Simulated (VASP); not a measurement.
The system is Si3Se2.

```
Si Se
1.0
     1.87890    1.08479    8.46222
    -1.87890    1.08479    8.46222
     0.00000   -2.16957    8.46222
Si Se
3 2
Direct
  0.38900 0.38900 0.38900
  0.80000 0.80000 0.80000
  0.00000 0.00000 0.00000
  0.18800 0.18800 0.18800
  0.59800 0.59800 0.59800
```

- Program: VASP 6.6.1
- Task: relaxation of cell and atoms
- Functional: PBE
- Potentials or basis: VASP PAW PBE potentials, release 64 (Si, Se)
- Cutoff: 600 eV
- k mesh: 5 × 5 × 5
- Occupations: gaussian, width 0.2 eV
- Spin: no spin polarisation

At the start: pressure -6.2 GPa; volume 20.70 Å³/atom.

Q: How do energy, volume and symmetry change on relaxing?

A: Over 18 steps the energy falls by 271.4 meV/atom and the volume is 20.02 Å³/atom (-3.3 %); space group R-3m (No. 166, to 0.05 Å).

Step by step:
| step | energy change (eV) | largest force (eV/Å) | pressure (GPa) | volume (Å³) |
| --- | --- | --- | --- | --- |
| 1 | 0.0000 | 2.1933 | -6.22 | 103.49 |
| 2 | -0.5240 | 1.5964 | 1.23 | 91.91 |
| 3 | -0.5418 | 1.6800 | 3.79 | 89.42 |
| 4 | -0.8438 | 0.7960 | 3.78 | 89.33 |
| 5 | -0.8908 | 1.2050 | 4.33 | 89.27 |
| 6 | -1.0887 | 1.0834 | -2.55 | 96.60 |
| 7 | -1.0888 | 1.0727 | -2.41 | 96.40 |
| 8 | -1.2231 | 0.5700 | -1.01 | 95.48 |
| 9 | -1.2530 | 0.7920 | 0.13 | 94.85 |
| 10 | -1.2896 | 0.2584 | 1.09 | 94.90 |
| 11 | -1.2945 | 0.3894 | 1.61 | 94.93 |
| 12 | -1.3165 | 0.4104 | 0.34 | 96.93 |
| 13 | -1.3210 | 0.4276 | -0.54 | 98.45 |
| 14 | -1.3331 | 0.2671 | -0.49 | 98.72 |
| 15 | -1.3440 | 0.2381 | -0.30 | 99.32 |
| 16 | -1.3501 | 0.1473 | 0.71 | 98.90 |
| 17 | -1.3501 | 0.1469 | 0.72 | 98.89 |
| 18 | -1.3568 | 0.0565 | 0.29 | 100.12 |

Final structure:
```cif
data_structure
_symmetry_space_group_name_H-M 'P 1'
_symmetry_Int_Tables_number 1
_cell_length_a 9.6095
_cell_length_b 9.6095
_cell_length_c 9.6095
_cell_angle_alpha 21.035
_cell_angle_beta 21.035
_cell_angle_gamma 21.035
_cell_volume 100.12
loop_
_atom_site_label
_atom_site_type_symbol
_atom_site_fract_x
_atom_site_fract_y
_atom_site_fract_z
_atom_site_occupancy
Si1 Si 0.39492 0.39492 0.39492 1
Si2 Si 0.78418 0.78418 0.78418 1
Si3 Si 0.00585 0.00585 0.00585 1
Se1 Se 0.16823 0.16823 0.16823 1
Se2 Se 0.62183 0.62183 0.62183 1
```

Caveat: the k points lie up to 0.42 Å⁻¹ apart in the final cell; the relaxation stopped at a loose force limit of 0.08 eV/Å, so its end isn't a converged minimum.
